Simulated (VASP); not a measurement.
Here is a VASP 6.6.1 calculation.

Contents of POSCAR:

```
MnO
1.0
    2.6723886600      0.0000000000      0.0000000000
    0.0000000000      2.6723886600      0.0000000000
    0.0000000000      0.0000000000      2.6723886600
Mn O
1 1
Direct
    0.0000000000      0.0000000000      0.0000000000
    0.5000000000      0.5000000000      0.5000000000
```

Contents of INCAR.step1:

```
SYSTEM = MnO
ALGO = Normal
EDIFF = 1E-5
ENCUT = 520
GGA = PE
ISIF = 2
ISMEAR = -1
ISPIN = 2
LASPH = .TRUE.
LCHARG = .FALSE.
LMAXMIX = 4
LORBIT = 11
LREAL = .FALSE.
LWAVE = .TRUE.
MAGMOM = 4 0
NBANDS = 20
NELM = 150
PREC = Accurate
SIGMA = 0.05
```

File INCAR.step2:

```
SYSTEM = MnO
AEXX = 0.5
ALGO = Normal
EDIFF = 1E-7
ENCUT = 520
GGA = PE
HFSCREEN = 0.2
ISIF = 2
ISMEAR = -1
ISPIN = 2
ISTART = 1
LASPH = .TRUE.
LCHARG = .FALSE.
LHFCALC = .TRUE.
LMAXMIX = 4
LORBIT = 11
LREAL = .FALSE.
LWAVE = .FALSE.
MAGMOM = 4 0
NBANDS = 20
NELM = 150
PREC = Accurate
PRECFOCK = Normal
SIGMA = 0.05
```

File KPOINTS:

```
k-points
0
G
  5 5 5
  0 0 0
```

Potentials or basis: VASP PAW PBE potentials, release 64 (Mn_pv, O).

Launch:

```sh
$ cat potpaw_PBE.64/Mn_pv/POTCAR potpaw_PBE.64/O/POTCAR > POTCAR
$ cp INCAR.step1 INCAR
$ mpirun -np 1 vasp_std > vasp.out
$ cp INCAR.step2 INCAR
$ mpirun -np 1 vasp_std > vasp.out
```

(1) Predict the pressure.

(2) Predict the net moment.

(3) Estimate the band gap on the k mesh.

## Answers

(1) 12.1 GPa.

(2) 5.00 μB per cell.

(3) 4.10 eV (least direct gap 5.52 eV).

Caveat: the k points lie up to 0.47 Å⁻¹ apart; the PAW data sets were made with another functional, which shifts forces and pressure a little; an odd mesh through Γ misses points on the zone boundary, where band edges can lie; a cell with one magnetic atom can't hold antiferromagnetic order, which such compounds often take.
